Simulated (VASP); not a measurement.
# AlGa3N4 (Pm) in VASP: further runs

The runs below take AlGa3N4 through single point, with PBEsol.

Everything below comes from runs of VASP 6.6.1. Logs are shortened: lines on timing, memory, paths and dates and some standing lists are left out, and cuts for length are marked.

## (1) The cell of the first run

Symmetry: Pm, No. 6, monoclinic system. The conventional cell has a = 4.988 Å, b = 3.070 Å, c = 5.561 Å, α = 90.00°, β = 90.03°, γ = 90.00°. Al (site symmetry m) has 4 N at 1.84 to 1.91 Å within 2.4 Å. Within 2.5 Å of Ga (site symmetry m) lie 4 N at 1.89 to 1.96 Å. Within 2.5 Å of Ga (site symmetry m) lie 4 N at 1.90 to 1.96 Å. Within 2.5 Å of Ga (site symmetry m) lie 4 N at 1.89 to 1.98 Å. N (site symmetry m) has 3 Ga at 1.89 to 1.91 Å and 1 Al at 1.91 Å within 2.5 Å. Within 2.5 Å of N (site symmetry m) lie 2 Al at 1.87 Å and 2 Ga at 1.90 to 1.98 Å. N (site symmetry m) has 4 Ga at 1.89 to 1.96 Å within 2.5 Å. N (site symmetry m) has 1 Al at 1.84 Å and 3 Ga at 1.90 to 1.96 Å within 2.4 Å.

## (2) Single point, PBEsol (strain -0.030 along x and y, +0.015 along z)

Contents of INCAR:

```
ALGO     = Normal         # electronic algorithm
EDIFF    = 1E-6           # SCF threshold, eV
ENCUT    = 520            # plane-wave cutoff, eV
GGA      = PS             # functional
ISIF     = 2              # what is computed and relaxed
ISMEAR   = 0              # smearing method
LASPH    = True           # aspherical terms in the spheres
LCHARG   = False          # write CHGCAR
LREAL    = False          # projectors in reciprocal space
LWAVE    = False          # write WAVECAR
NBANDS   = 41             # bands
NELM     = 60             # most SCF steps
PREC     = Accurate       # precision mode
SIGMA    = 0.05           # smearing width, eV
```

Contents of KPOINTS:

```
k-points
0
Gamma
  6 8 6
```

Contents of POSCAR:

```
AlGa3N4
1.0
    4.9880806634      0.0000000000      0.0001233252
    0.0000000000      3.0700352566      0.0000000000
   -0.0034781191      0.0000000000      5.5606715498
Al Ga N
1 3 4
Direct
    0.0006034227      0.5000000000      0.6673576245
    0.4991167030      0.5000000000      0.3349195796
    0.4990273845      0.0000000000      0.8315570005
    0.9998617813      0.0000000000      0.1661805284
    0.1196687538      0.5000000000      0.3400974154
    0.1176459792      0.0000000000      0.8263760592
    0.6204436392      0.0000000000      0.1662162869
    0.6312323464      0.5000000000      0.6672965055
```

Potentials or basis: VASP PAW PBE potentials, release 64 (Al, Ga_d, N).

Run with:

```
> cat potpaw_PBE.64/Al/POTCAR potpaw_PBE.64/Ga_d/POTCAR potpaw_PBE.64/N/POTCAR > POTCAR
> mpirun -np 1 vasp_std > vasp.out
```

OUTCAR:

```text
EDIFF = 1E-6
   ENCUT = 520
   GGA = PS
   ISIF = 2
   ISMEAR = 0
   LASPH = True
   LREAL = False
   NELM = 60
   PREC = Accurate

 ion  position               nearest neighbor table
   1  0.001  0.500  0.667-   8 1.84   6 1.87   6 1.87   5 1.91   3 3.06   3 3.06   3 3.07   3 3.07
                             2 3.10   2 3.11
   2  0.499  0.500  0.335-   5 1.89   7 1.90   7 1.90   8 1.96   1 3.10   1 3.11
   3  0.499  0.000  0.832-   6 1.90   8 1.90   8 1.90   7 1.96   1 3.06   1 3.06   1 3.07   1 3.07

   4  1.000  0.000  0.166-   7 1.89   5 1.91   5 1.91   6 1.98
   5  0.120  0.500  0.340-   2 1.89   4 1.91   4 1.91   1 1.91
   6  0.118  0.000  0.826-   1 1.87   1 1.87   3 1.90   4 1.98
   7  0.620  0.000  0.166-   4 1.89   2 1.90   2 1.90   3 1.96
   8  0.631  0.500  0.667-   1 1.84   3 1.90   3 1.90   2 1.96

  LATTYP: Found a simple monoclinic cell.
 ALAT       =     4.9880806649
 B/A-ratio  =     0.6154742601
 C/A-ratio  =     1.1147920435
 COS(beta)  =    -0.0006007613

  Lattice vectors:

 A1 = (   4.9880806634,   0.0000000000,   0.0001233252)
 A2 = (   0.0000000000,   3.0700352566,   0.0000000000)
 A3 = (  -0.0034781191,   0.0000000000,   5.5606715498)

Analysis of symmetry for initial positions (statically):
=====================================================================
 Subroutine PRICEL returns:
 Original cell was already a primitive cell.

 Routine SETGRP: Setting up the symmetry group for a
 simple monoclinic supercell.

 Subroutine GETGRP returns: Found  2 space group operations
 (whereof  2 operations were pure point group operations)
 out of a pool of  4 trial point group operations.

The static configuration has the point symmetry C_1h.

Analysis of symmetry for dynamics (positions and initial velocities):
=====================================================================
 Subroutine PRICEL returns:
 Original cell was already a primitive cell.

 Routine SETGRP: Setting up the symmetry group for a
 simple monoclinic supercell.

 Subroutine GETGRP returns: Found  2 space group operations
 (whereof  2 operations were pure point group operations)
 out of a pool of  4 trial point group operations.

The dynamic configuration has the point symmetry C_1h.

 Subroutine INISYM returns: Found  2 space group operations
 (whereof  2 operations are pure point group operations),
 and found     1 'primitive' translations

----------------------------------------------------------------------------------------

                                     Primitive cell

  volume of cell :      85.1538

  direct lattice vectors                    reciprocal lattice vectors
     4.988080663  0.000000000  0.000123325     0.200477910  0.000000000  0.000125396
     0.000000000  3.070035257  0.000000000     0.000000000  0.325729158  0.000000000
    -0.003478119  0.000000000  5.560671550    -0.000004446  0.000000000  0.179834392

  length of vectors
     4.988080665  3.070035257  5.560672638     0.200477949  0.325729158  0.179834392

  position of ions in fractional coordinates (direct lattice)
     0.000603423  0.500000000  0.667357624
     0.499116703  0.500000000  0.334919580
     0.499027385  0.000000000  0.831557000
     0.999861781  0.000000000  0.166180528
     0.119668754  0.500000000  0.340097415
     0.117645979  0.000000000  0.826376059
     0.620443639  0.000000000  0.166216287
     0.631232346  0.500000000  0.667296505

  ion indices of the primitive-cell ions
   primitive index   ion index
                 1           1
                 2           2
                 3           3
                 4           4
                 5           5
                 6           6
                 7           7
                 8           8

----------------------------------------------------------------------------------------

 KPOINTS: k-points

Automatic generation of k-mesh.
 Grid dimensions read from file:
 generate k-points for:    6    8    6

 Generating k-lattice:

  Cartesian coordinates                     Fractional coordinates (reciprocal lattice)
     0.033412985  0.000000000  0.000020899     0.166666667  0.000000000  0.000000000
     0.000000000  0.040716145  0.000000000     0.000000000  0.125000000  0.000000000
    -0.000000741  0.000000000  0.029972399    -0.000000000  0.000000000  0.166666667

  Length of vectors
     0.033412991  0.040716145  0.029972399

  Shift w.r.t. Gamma in fractional coordinates (k-lattice)
     0.000000000  0.000000000  0.000000000

 Subroutine IBZKPT returns following result:
 ===========================================

 Found    100 irreducible k-points:

 Following reciprocal coordinates:
            Coordinates               Weight
  0.000000  0.000000  0.000000      1.000000
  0.166667  0.000000 -0.000000      2.000000
  0.333333  0.000000  0.000000      2.000000
  0.500000  0.000000 -0.000000      1.000000
  0.000000  0.125000  0.000000      2.000000
  0.166667  0.125000 -0.000000      4.000000
[... 16 lines left out ...]
  0.333333  0.000000  0.166667      2.000000
  0.500000  0.000000  0.166667      2.000000
 [... further k-points ...]
   k-points           NKPTS =    100   k-points in BZ     NKDIM =    100   number of bands    NBANDS=     41
   number of dos      NEDOS =    301   number of ions     NIONS =      8
   total plane-waves  NPLWV =  40320
   dimension x,y,z NGX =    40 NGY =   24 NGZ =   42
   dimension x,y,z NGXF=    80 NGYF=   48 NGZF=   84
   ions per type =               1   3   4
   NGX,Y,Z   is equivalent  to a cutoff of  13.33, 13.00, 12.56 a.u.
   NGXF,Y,Z  is equivalent  to a cutoff of  26.66, 25.99, 25.11 a.u.
 SYSTEM =  unknown system
   PREC   = accura    normal or accurate (medium, high low for compatibility)
   ISTART =      0    job   : 0-new  1-cont  2-samecut
   ICHARG =      2    charge: 1-file 2-atom 10-const
   ISPIN  =      1    spin polarized calculation?
   LNONCOLLINEAR =      F non collinear calculations
   LSORBIT =      F    spin-orbit coupling
   LASPH  =      T    aspherical Exc in radial PAW
   ENCUT  =  520.0 eV  38.22 Ry    6.18 a.u.   9.27  5.71 10.34*2*pi/ulx,y,z
   NELM   =     60;   NELMIN=  2; NELMDL= -5     # of ELM steps
   EDIFF  = 0.1E-05   stopping-criterion for ELM
   LREAL  =      F    real-space projection
   EDIFFG = 0.1E-04   stopping-criterion for IOM
   NSW    =      0    number of steps for IOM
   IBRION =     -1    ionic relax: 0-MD 1-quasi-New 2-CG
   NFREE  =      0    steps in history (QN), initial steepest desc. (CG)
   ISIF   =      2    stress and relaxation
   ISYM   =      2    0-nonsym 1-usesym 2-fastsym
   POTIM  = 0.5000    time-step for ionic-motion
   TEBEG  =    0.0;   TEEND  =   0.0 temperature during run
   PSTRESS=    0.0 pullay stress
   NELECT =      62.0000    total number of electrons
   NUPDOWN=      -1.0000    fix difference up-down
   EMIN   =  10.00;   EMAX   =-10.00  energy-range for DOS
   EFERMI =   0.00;   METHOD = LEGACY
   ISMEAR =     0;   SIGMA  =   0.05  broadening in eV -4-tet -1-fermi 0-gaus
   EFERMI_NEDOS =   21; number of points for ismear=-14 and -15
   IALGO  =     38    algorithm
   IMIX   =      4    mixing-type and parameters
     AMIX     =   0.40;   BMIX     =  1.00
     AMIX_MAG =   1.60;   BMIX_MAG =  1.00
  volume/ion in A,a.u.               =      10.64        71.83
  Fermi-wavevector in a.u.,A,eV,Ry     =   1.472778  2.783147 29.512068  2.169076
  Thomas-Fermi vector in A             =   2.587752
   LORBIT       =      0    0 simple, 1 ext, 2 COOP (PROOUT), +10 PAW based schemes
   GGA     = PS    functional components
   LHFCALC =     F    Hartree Fock is set to
   AEXX    =    0.0000 exact exchange contribution
   IVDW    =     0    specifies the selected vdW correction
   LEPSILON=     F    determine dielectric tensor
   LRPA    =     F    only Hartree local field effects (RPA)
 non-spin polarized calculation
 Gauss-broadening in eV      SIGMA  =   0.05
  energy-cutoff  :      520.00
  volume of cell :       85.15
 maximum number of plane-waves:      2330
 NGX is ok and might be reduce to    40
   NGX = 19   NGY = 11   NGZ = 21

 number of electron      62.0000003 magnetization

 Free energy of the ion-electron system (eV)
  ---------------------------------------------------
  ext. energy  EPLUGINS =         0.00000000
  ---------------------------------------------------
  free energy    TOTEN  =       -54.77616409 eV

  energy without entropy =      -54.77616409  energy(sigma->0) =      -54.77616409

 E-fermi :   6.2476     XC(G=0): -11.9722

 val. band max:        6.0266574599   @ k =   0.0000   0.0000   0.0000
 cond. band min:       8.6317189776   @ k =   0.0000   0.0000   0.0000
 fundamental gap:      2.6050615176
 Fermi energy:         6.2476139605

 k-point     1 :       0.0000    0.0000    0.0000
  band No.  band energies     occupation
      1     -10.2835      2.00000
      2      -9.1807      2.00000
      3      -9.0066      2.00000
      4      -8.6417      2.00000
      5      -7.3517      2.00000
      6      -7.3215      2.00000
[... 33 lines left out ...]
     40      16.4855      0.00000
     41      16.9599      0.00000

 k-point     2 :       0.1667    0.0000   -0.0000
  band No.  band energies     occupation
      1     -10.1855      2.00000
      2      -9.1789      2.00000
      3      -9.0108      2.00000
      4      -8.6523      2.00000
      5      -7.3503      2.00000
      6      -7.3183      2.00000
[... 33 lines left out ...]
     40      16.5159      0.00000
     41      16.7323      0.00000

 k-point     3 :       0.3333    0.0000    0.0000
  band No.  band energies     occupation
      1      -9.9202      2.00000
      2      -9.2674      2.00000
      3      -8.9952      2.00000
      4      -8.6709      2.00000
      5      -7.3408      2.00000
      6      -7.3160      2.00000
[... 875 lines left out ...]
      2      -9.2406      2.00000
      3      -9.0321      2.00000
      4      -8.6917      2.00000
      5      -7.3420      2.00000
      6      -7.3013      2.00000
[... 33 lines left out ...]
     40      16.1754      0.00000
     41      16.4776      0.00000

 k-point    24 :       0.5000    0.0000    0.1667
  band No.  band energies     occupation
      1      -9.6002      2.00000
      2      -9.4191      2.00000
      3      -9.0000      2.00000
      4      -8.7069      2.00000
      5      -7.3337      2.00000
      6      -7.3038      2.00000
[... 33 lines left out ...]
     40      16.1439      0.00000
     41      16.4139      0.00000

 [... further k-points ...]
[... 5 lines left out ...]
  --------------------------------------------------------------------------------------
  -------------------------------------------------------------------------------------
  Total        8.8147145      7.7072378     -0.5746277      0.0000000      0.0000000     -0.0315339
  in kB      165.8497231    145.0124398    -10.8116773      0.0000000      0.0000000     -0.5933132
  external PRESSURE =     100.0168285 kB  Pullay stress =       0.0000000 kB

 VOLUME and BASIS-vectors are now :
 -----------------------------------------------------------------------------
  energy-cutoff  :      520.00
  volume of cell :       85.15
      direct lattice vectors                 reciprocal lattice vectors
     4.988080663  0.000000000  0.000123325     0.200477910  0.000000000  0.000125396
     0.000000000  3.070035257  0.000000000     0.000000000  0.325729158  0.000000000
    -0.003478119  0.000000000  5.560671550    -0.000004446  0.000000000  0.179834392

 POSITION                                       TOTAL-FORCE (eV/Angst)
 -----------------------------------------------------------------------------------
      0.00069      1.53502      3.71096         0.340645      0.000000     -0.389842
      2.48847      1.53502      1.86244         0.308318      0.000000      0.419948
      2.48630      0.00000      4.62408         0.266006      0.000000      0.415785
      4.98681      0.00000      0.92420         0.290309      0.000000     -0.408257
      0.59573      1.53502      1.89118        -0.328449      0.000000      0.474771
      0.58395      0.00000      4.59522        -0.255062      0.000000      0.455368
      3.09424      0.00000      0.92435        -0.287770      0.000000     -0.507228
      3.14632      1.53502      3.71069        -0.333997      0.000000     -0.460546
 -----------------------------------------------------------------------------------
    total drift:                                0.000634      0.000000     -0.000509

  FREE ENERGIE OF THE ION-ELECTRON SYSTEM (eV)
  ---------------------------------------------------
  free  energy   TOTEN  =       -54.7761640880 eV

  energy  without entropy=      -54.7761640880  energy(sigma->0) =      -54.77616409
```

Run time: 7.8 min. Hardware: 1 thread of Oxide Virtual Turin-like, shared host; peak memory 0.35 GiB.

Results:

| Property | Result |
| --- | --- |
| Free energy | -54.7762 eV |
| Pressure | 10.0 GPa |
| Largest force | 0.583 eV/Å |
| Band gap on the k mesh | 2.60 eV, direct |

Forces in eV/Å, atoms in the order of the input:
```
Al   0.341  0.000 -0.390
Ga   0.308  0.000  0.420
Ga   0.266  0.000  0.416
Ga   0.290  0.000 -0.408
N   -0.328  0.000  0.475
N   -0.255  0.000  0.455
N   -0.288  0.000 -0.507
N   -0.334  0.000 -0.461
```

Stress tensor (GPa, compression positive):
```
16.58  0.00 -0.06
 0.00 14.50  0.00
-0.06  0.00 -1.08
```

Caveat: the cell differs from its parent crystal (strain -0.030 along x and y, +0.015 along z); the PAW data sets were made with another functional, which shifts forces and pressure a little.

(Part 1 of 2 ends here.)
